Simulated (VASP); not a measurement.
# Be (Cmme) in VASP: a series of runs

The runs below take Be through single point, relaxation of cell and atoms, with PBE.

Everything below comes from runs of VASP 6.6.1. Logs are shortened: lines on timing, memory, paths and dates and some standing lists are left out, and cuts for length are marked.

## 1. The cell of the first run

Symmetry: Cmme, No. 67, orthorhombic system. Conventional cell: a = 3.139 Å, b = 3.425 Å, c = 3.620 Å, α = 90.00°, β = 90.00°, γ = 90.00°. Be (site symmetry mm2) has 12 Be at 2.32 to 2.51 Å within 3.1 Å.

## 2. Single point, PBE

The input, INCAR:

```
PREC     = Accurate       # precision mode
ENCUT    = 520            # plane-wave cutoff, eV
EDIFF    = 1E-6           # SCF threshold, eV
ISMEAR   = 0              # smearing method
SIGMA    = 0.1            # smearing width, eV
LREAL    = F              # projectors in reciprocal space
LASPH    = T              # aspherical terms in the spheres
NELM     = 100            # most SCF steps
ALGO     = Normal         # electronic algorithm
ISIF     = 2              # what is computed and relaxed
LWAVE    = F              # write WAVECAR
LCHARG   = F              # write CHGCAR
GGA      = PE             # functional
NBANDS   = 9              # bands
```

The input, KPOINTS:

```
regular mesh
0
Gamma
  8 8 6
```

The input, POSCAR:

```
Be
1.0
    1.5693884000     -1.7126096600      0.0000000000
    1.5693884000      1.7126096600      0.0000000000
    0.0000000000      0.0000000000      3.6201771600
Be
2
Direct
    0.2500000000      0.7500000000      0.2533285700
    0.7500000000      0.2500000000      0.7466714300
```

Potentials or basis: VASP PAW PBE potentials, release 64 (Be).

On the command line:

```
> cat potpaw_PBE.64/Be/POTCAR > POTCAR
> mpirun -np 1 vasp_std > vasp.out
```

OUTCAR:

```text
PREC = Accurate
   ENCUT = 520
   EDIFF = 1E-6
   ISMEAR = 0
   LREAL = F
   LASPH = T
   NELM = 100
   ISIF = 2
   GGA = PE

 ion  position               nearest neighbor table
   1  0.250  0.750  0.253-   2 2.38   2 2.38
   2  0.750  0.250  0.747-   1 2.38   1 2.38

  LATTYP: Found a base centered orthorhombic cell.
 ALAT       =     3.1387768000
 B/A-ratio  =     1.0912592829
 C/A-ratio  =     1.1533719632

  Lattice vectors:

 A1 = (   1.5693884000,  -1.7126096600,   0.0000000000)
 A2 = (   1.5693884000,   1.7126096600,   0.0000000000)
 A3 = (   0.0000000000,   0.0000000000,   3.6201771600)

Analysis of symmetry for initial positions (statically):
=====================================================================
 Subroutine PRICEL returns:
 Original cell was already a primitive cell.

 Routine SETGRP: Setting up the symmetry group for a
 base centered orthorhombic supercell.

 Subroutine GETGRP returns: Found  8 space group operations
 (whereof  4 operations were pure point group operations)
 out of a pool of  8 trial point group operations.

The static configuration has the point symmetry C_2h.
 The point group associated with its full space group is D_2h.

Analysis of symmetry for dynamics (positions and initial velocities):
=====================================================================
 Subroutine PRICEL returns:
 Original cell was already a primitive cell.

 Routine SETGRP: Setting up the symmetry group for a
 base centered orthorhombic supercell.

 Subroutine GETGRP returns: Found  8 space group operations
 (whereof  4 operations were pure point group operations)
 out of a pool of  8 trial point group operations.

The dynamic configuration has the point symmetry C_2h.
 The point group associated with its full space group is D_2h.

 Subroutine INISYM returns: Found  8 space group operations
 (whereof  4 operations are pure point group operations),
 and found     1 'primitive' translations

----------------------------------------------------------------------------------------

                                     Primitive cell

  volume of cell :      19.4603

  direct lattice vectors                    reciprocal lattice vectors
     1.569388400 -1.712609660  0.000000000     0.318595448 -0.291952108  0.000000000
     1.569388400  1.712609660  0.000000000     0.318595448  0.291952108  0.000000000
     0.000000000  0.000000000  3.620177160     0.000000000  0.000000000  0.276229575

  length of vectors
     2.322931725  2.322931725  3.620177160     0.432133188  0.432133188  0.276229575

  position of ions in fractional coordinates (direct lattice)
     0.250000000  0.750000000  0.253328570
     0.750000000  0.250000000  0.746671430

  ion indices of the primitive-cell ions
   primitive index   ion index
                 1           1
                 2           2

----------------------------------------------------------------------------------------

 KPOINTS: regular mesh

Automatic generation of k-mesh.
 Grid dimensions read from file:
 generate k-points for:    8    8    6

 Generating k-lattice:

  Cartesian coordinates                     Fractional coordinates (reciprocal lattice)
     0.039824431 -0.036494013  0.000000000     0.125000000  0.000000000  0.000000000
     0.039824431  0.036494013  0.000000000     0.000000000  0.125000000  0.000000000
     0.000000000  0.000000000  0.046038263     0.000000000  0.000000000  0.166666667

  Length of vectors
     0.054016649  0.054016649  0.046038263

  Shift w.r.t. Gamma in fractional coordinates (k-lattice)
     0.000000000  0.000000000  0.000000000

 Subroutine IBZKPT returns following result:
 ===========================================

 Found     84 irreducible k-points:

 Following reciprocal coordinates:
            Coordinates               Weight
  0.000000  0.000000  0.000000      1.000000
  0.125000  0.000000  0.000000      4.000000
  0.250000  0.000000  0.000000      4.000000
  0.375000 -0.000000  0.000000      4.000000
  0.500000  0.000000  0.000000      2.000000
  0.125000  0.125000  0.000000      2.000000
[... 16 lines left out ...]
  0.125000  0.000000  0.166667      8.000000
  0.250000  0.000000  0.166667      8.000000
 [... further k-points ...]
   k-points           NKPTS =     84   k-points in BZ     NKDIM =     84   number of bands    NBANDS=      9
   number of dos      NEDOS =    301   number of ions     NIONS =      2
   total plane-waves  NPLWV =   9072
   dimension x,y,z NGX =    18 NGY =   18 NGZ =   28
   dimension x,y,z NGXF=    36 NGYF=   36 NGZF=   56
   ions per type =               2
   NGX,Y,Z   is equivalent  to a cutoff of  12.88, 12.88, 12.86 a.u.
   NGXF,Y,Z  is equivalent  to a cutoff of  25.76, 25.76, 25.72 a.u.
 SYSTEM =  unknown system
   PREC   = accura    normal or accurate (medium, high low for compatibility)
   ISTART =      0    job   : 0-new  1-cont  2-samecut
   ICHARG =      2    charge: 1-file 2-atom 10-const
   ISPIN  =      1    spin polarized calculation?
   LNONCOLLINEAR =      F non collinear calculations
   LSORBIT =      F    spin-orbit coupling
   LASPH  =      T    aspherical Exc in radial PAW
   ENCUT  =  520.0 eV  38.22 Ry    6.18 a.u.   4.32  4.32  6.73*2*pi/ulx,y,z
   NELM   =    100;   NELMIN=  2; NELMDL= -5     # of ELM steps
   EDIFF  = 0.1E-05   stopping-criterion for ELM
   LREAL  =      F    real-space projection
   EDIFFG = 0.1E-04   stopping-criterion for IOM
   NSW    =      0    number of steps for IOM
   IBRION =     -1    ionic relax: 0-MD 1-quasi-New 2-CG
   NFREE  =      0    steps in history (QN), initial steepest desc. (CG)
   ISIF   =      2    stress and relaxation
   ISYM   =      2    0-nonsym 1-usesym 2-fastsym
   POTIM  = 0.5000    time-step for ionic-motion
   TEBEG  =    0.0;   TEEND  =   0.0 temperature during run
   PSTRESS=    0.0 pullay stress
   NELECT =       4.0000    total number of electrons
   NUPDOWN=      -1.0000    fix difference up-down
   EMIN   =  10.00;   EMAX   =-10.00  energy-range for DOS
   EFERMI =   0.00;   METHOD = LEGACY
   ISMEAR =     0;   SIGMA  =   0.10  broadening in eV -4-tet -1-fermi 0-gaus
   EFERMI_NEDOS =   21; number of points for ismear=-14 and -15
   IALGO  =     38    algorithm
   IMIX   =      4    mixing-type and parameters
     AMIX     =   0.40;   BMIX     =  1.00
     AMIX_MAG =   1.60;   BMIX_MAG =  1.00
  volume/ion in A,a.u.               =       9.73        65.66
  Fermi-wavevector in a.u.,A,eV,Ry     =   0.966152  1.825762 12.700344  0.933449
  Thomas-Fermi vector in A             =   2.095929
   LORBIT       =      0    0 simple, 1 ext, 2 COOP (PROOUT), +10 PAW based schemes
   GGA     = PE    functional components
   LHFCALC =     F    Hartree Fock is set to
   AEXX    =    0.0000 exact exchange contribution
   IVDW    =     0    specifies the selected vdW correction
   LEPSILON=     F    determine dielectric tensor
   LRPA    =     F    only Hartree local field effects (RPA)
 non-spin polarized calculation
 Gauss-broadening in eV      SIGMA  =   0.10
  energy-cutoff  :      520.00
  volume of cell :       19.46
 maximum number of plane-waves:       538
 NGX is ok and might be reduce to    18
   NGX =  9   NGY =  9   NGZ = 13

 number of electron       4.0000000 magnetization

 Free energy of the ion-electron system (eV)
  ---------------------------------------------------
  ext. energy  EPLUGINS =         0.00000000
  ---------------------------------------------------
  free energy    TOTEN  =        -7.09461902 eV

  energy without entropy =       -7.09284052  energy(sigma->0) =       -7.09372977

 E-fermi :   5.6579     XC(G=0):  -9.9484

 val. band max:        5.6435168089   @ k =   0.5000   0.1250   0.5000
 cond. band min:       5.8870299910   @ k =   0.3750  -0.0000   0.1667
 fundamental gap:      0.2435131821
 Fermi energy:         5.6579106657

 k-point     1 :       0.0000    0.0000    0.0000
  band No.  band energies     occupation
      1      -4.7943      2.00000
      2       2.5141      2.00000
      3       7.2303      0.00000
      4      15.1343      0.00000
      5      15.9443      0.00000
      6      20.9537      0.00000
      7      22.1389      0.00000
      8      22.1879      0.00000
      9      22.4159      0.00000

 k-point     2 :       0.1250    0.0000    0.0000
  band No.  band energies     occupation
      1      -4.4543      2.00000
      2       2.9382      2.00000
      3       7.2758      0.00000
      4      12.7690      0.00000
      5      15.8740      0.00000
      6      20.5310      0.00000
      7      20.7405      0.00000
      8      22.3807      0.00000
      9      23.5347      0.00000

 k-point     3 :       0.2500    0.0000    0.0000
  band No.  band energies     occupation
      1      -3.4352      2.00000
      2       4.2075      2.00000
      3       6.4086      0.00000
      4      10.2629      0.00000
      5      16.8358      0.00000
      6      16.9951      0.00000
      7      17.5244      0.00000
      8      22.4436      0.00000
      9      25.2782      0.00000

 k-point     4 :       0.3750   -0.0000    0.0000
  band No.  band energies     occupation
      1      -1.7422      2.00000
      2       3.5162      2.00000
      3       6.3101      0.00000
      4      10.7567      0.00000
      5      12.8627      0.00000
      6      14.7320      0.00000
      7      18.3463      0.00000
      8      21.7577      0.00000
      9      26.6246      0.00000
[... 205 lines left out ...]
 k-point    22 :       0.0000    0.0000    0.1667
  band No.  band energies     occupation
      1      -4.5471      2.00000
      2       1.1635      2.00000
      3       9.1217      0.00000
      4      15.4149      0.00000
      5      16.2149      0.00000
      6      21.1925      0.00000
      7      21.2697      0.00000
      8      21.6032      0.00000
      9      21.8582      0.00000

 k-point    23 :       0.1250    0.0000    0.1667
  band No.  band energies     occupation
      1      -4.2072      2.00000
      2       1.5323      2.00000
      3       9.1923      0.00000
      4      13.0662      0.00000
      5      16.1458      0.00000
      6      18.8546      0.00000
      7      21.2967      0.00000
      8      21.6365      0.00000
      9      23.7734      0.00000

 k-point    24 :       0.2500    0.0000    0.1667
  band No.  band energies     occupation
      1      -3.1904      2.00000
      2       2.5602      2.00000
      3       7.8304      0.00000
      4      11.2591      0.00000
      5      14.8810      0.00000
      6      17.0903      0.00000
      7      19.2587      0.00000
      8      21.9001      0.00000
      9      25.3337      0.00000

 [... further k-points ...]

------------------------ aborting loop because EDIFF is reached ----------------------------------------

  FORCE on cell =-STRESS in cart. coord.  units (eV):
  Direction    XX          YY          ZZ          XY          YZ          ZX
  --------------------------------------------------------------------------------------
  -------------------------------------------------------------------------------------
  Total       -1.6372145     -1.5695983     -3.1317650      0.0000000      0.0000000      0.0000000
  in kB     -134.7930534   -129.2261650   -257.8404784      0.0000000      0.0000000      0.0000000
  external PRESSURE =    -173.9532322 kB  Pullay stress =       0.0000000 kB

 VOLUME and BASIS-vectors are now :
 -----------------------------------------------------------------------------
  energy-cutoff  :      520.00
  volume of cell :       19.46
      direct lattice vectors                 reciprocal lattice vectors
     1.569388400 -1.712609660  0.000000000     0.318595448 -0.291952108  0.000000000
     1.569388400  1.712609660  0.000000000     0.318595448  0.291952108  0.000000000
     0.000000000  0.000000000  3.620177160     0.000000000  0.000000000  0.276229575

 POSITION                                       TOTAL-FORCE (eV/Angst)
 -----------------------------------------------------------------------------------
      1.56939      0.85630      0.91709        -0.000000      0.000000     -0.052642
      1.56939     -0.85630      2.70308         0.000000      0.000000      0.052642
 -----------------------------------------------------------------------------------
    total drift:                                0.000000      0.000000     -0.000000

  FREE ENERGIE OF THE ION-ELECTRON SYSTEM (eV)
  ---------------------------------------------------
  free  energy   TOTEN  =        -7.0946190202 eV

  energy  without entropy=       -7.0928405189  energy(sigma->0) =       -7.09372977
```

Run time: 4.7 s. Hardware: 1 thread of Intel Xeon 6975P-C (Granite Rapids), shared host; peak memory 0.12 GiB.

What came out:

| Quantity | Value |
| --- | --- |
| Free energy | -7.0946 eV |
| Pressure | -17.4 GPa |
| Largest force | 0.053 eV/Å |
| Band gap on the k mesh | zero (band 2 reaches 6.42 eV, above the bottom of band 3 at 5.44 eV) |

Forces on the atoms (eV/Å):
```
Be   0.000  0.000 -0.053
Be   0.000  0.000  0.053
```

## 3. Relaxation of cell and atoms, PBE

The input, INCAR:

```
ALGO = Normal
EDIFF = 1E-7
EDIFFG = -0.04
ENCUT = 600
GGA = PE
IBRION = 2
ISIF = 3
ISMEAR = 0
LASPH = True
LCHARG = False
LREAL = False
LWAVE = False
NELM = 80
NSW = 90
PREC = Accurate
SIGMA = 0.1
```

The input, KPOINTS:

```
k-points
0
Gamma
  8 8 6
```

POSCAR is that of step 2.

Potentials or basis: VASP PAW PBE potentials, release 64 (Be).

On the command line:

```
> cat potpaw_PBE.64/Be/POTCAR > POTCAR
> mpirun -np 1 vasp_std > vasp.out
```

Wall time 27 s (1 thread of Intel Xeon 6975P-C (Granite Rapids), shared host); peak memory 0.13 GiB.

Results (log left out):

| Quantity | Value |
| --- | --- |
| Free energy | -7.3862 eV |
| Relaxed volume | 7.90 Å³/atom |
| Relaxed cell | a = 2.225 Å, b = 2.225 Å, c = 3.194 Å, α = 90.00°, β = 90.00°, γ = 91.07° |
| Space group after relaxing (to 0.05 Å) | I4/mmm (No. 139) |
| Energy gained by relaxing | 145.8 meV/atom |
| Ionic steps | 11 |
| Pressure after relaxing | -0.3 GPa |
| Largest force after relaxing | 0.009 eV/Å |
| Band gap on the k mesh | zero (band 2 reaches 8.38 eV, above the bottom of band 3 at 7.29 eV) |

Forces in eV/Å, atoms in the order of the input:
```
Be   0.000  0.000  0.009
Be   0.000  0.000 -0.009
```

Stress tensor (GPa, compression positive):
```
-0.36  0.00  0.00
 0.00 -0.29  0.00
 0.00  0.00 -0.22
```

The path:
| step | energy change (eV) | largest force (eV/Å) | pressure (GPa) | volume (Å³) |
| --- | --- | --- | --- | --- |
| 1 | 0.0000 | 0.0530 | -17.38 | 19.46 |
| 2 | -0.2431 | 0.0799 | -5.39 | 16.63 |
| 3 | -0.2616 | 0.0758 | -0.53 | 15.87 |
| 4 | -0.2624 | 0.0755 | 0.78 | 15.70 |
| 5 | -0.2781 | 0.0440 | 0.78 | 15.68 |
| 6 | -0.2856 | 0.1065 | 1.29 | 15.58 |
| 7 | -0.2895 | 0.0630 | 1.14 | 15.61 |
| 8 | -0.2899 | 0.0209 | 1.04 | 15.64 |
| 9 | -0.2903 | 0.0419 | 1.15 | 15.62 |
| 10 | -0.2904 | 0.0371 | 1.13 | 15.63 |
| 11 | -0.2916 | 0.0086 | -0.29 | 15.80 |

Final structure:
```cif
data_structure
_symmetry_space_group_name_H-M 'P 1'
_symmetry_Int_Tables_number 1
_cell_length_a 2.2245
_cell_length_b 2.2245
_cell_length_c 3.1943
_cell_angle_alpha 90.000
_cell_angle_beta 90.000
_cell_angle_gamma 91.073
_cell_volume 15.80
loop_
_atom_site_label
_atom_site_type_symbol
_atom_site_fract_x
_atom_site_fract_y
_atom_site_fract_z
_atom_site_occupancy
Be1 Be 0.25000 0.75000 0.24977 1
Be2 Be 0.75000 0.25000 0.75023 1
```

Levels at points of the mesh, in eV from the Fermi level:
```tsv
k point	band 1	band 2	band 3	band 4	band 5
(0.00, 0.00, 0.00)	-11.85	-2.87	3.55	9.68	9.88
(0.50, 0.00, 0.00)	-6.24	-6.24	4.41	4.41	9.41
(0.50, 0.50, 0.00)	-2.75	-2.33	3.72	4.24	9.18
(0.00, 0.00, 0.50)	-9.13	-9.12	12.94	12.95	13.11
(0.50, 0.00, 0.50)	-5.27	-5.27	0.01	0.01	16.14
(0.50, 0.50, 0.50)	0.79	0.80	1.20	1.22	3.24
```

Caveat: the volume moved by over 15 % at a fixed basis, so the end points are rough.
